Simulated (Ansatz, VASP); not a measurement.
**Ta3C2 in VASP and in Ansatz**

```
CELL_PARAMETERS angstrom
1.56723 0.90484 7.47116
-1.56723 0.90484 7.47116
0.00000 -1.80969 7.47116
ATOMIC_POSITIONS crystal
Ta 0.00000 0.00000 0.00000
Ta 0.22065 0.22065 0.22065
Ta 0.77935 0.77935 0.77935
C 0.39194 0.39194 0.39194
C 0.60806 0.60806 0.60806
```

Alike in both runs: functional r2SCAN; k mesh 12 × 12 × 12; occupations gaussian, width 0.1 eV; no spin polarisation.

Ansatz relaxed the structure, and its values are those at the end. VASP's run is a single point on that final structure, the one shown.

|  | VASP | Ansatz |
| --- | --- | --- |
| version | VASP 6.6.1 | Ansatz 0.2.0 |
| potentials or method | VASP PAW PBE potentials, release 64 (Ta_pv, C), cutoff 520 eV | scalar-relativistic, plane waves, PAW |
| valence electrons in the cell | 41 | 47 |

VASP gave:

```
gap on the k mesh at the Fermi level (eV) : none
pressure (GPa)                            : 1.0
rms of the force components (eV/Å)        : 0.016
```

**Question.** Estimate Ansatz's values.

**Answer.** gap on the k mesh at the Fermi level (eV): none; pressure (GPa): 0.0; rms of the force components (eV/Å): 0.000.

VASP's potentials were made for PBE, not for r2SCAN. A gap of «none» marks a metal or a gap that the smearing closes. VASP's potentials hold 41 valence electrons a cell and Ansatz's 47, so a difference there can come from the potentials and not from the codes.

Neither program's run includes spin-orbit coupling.
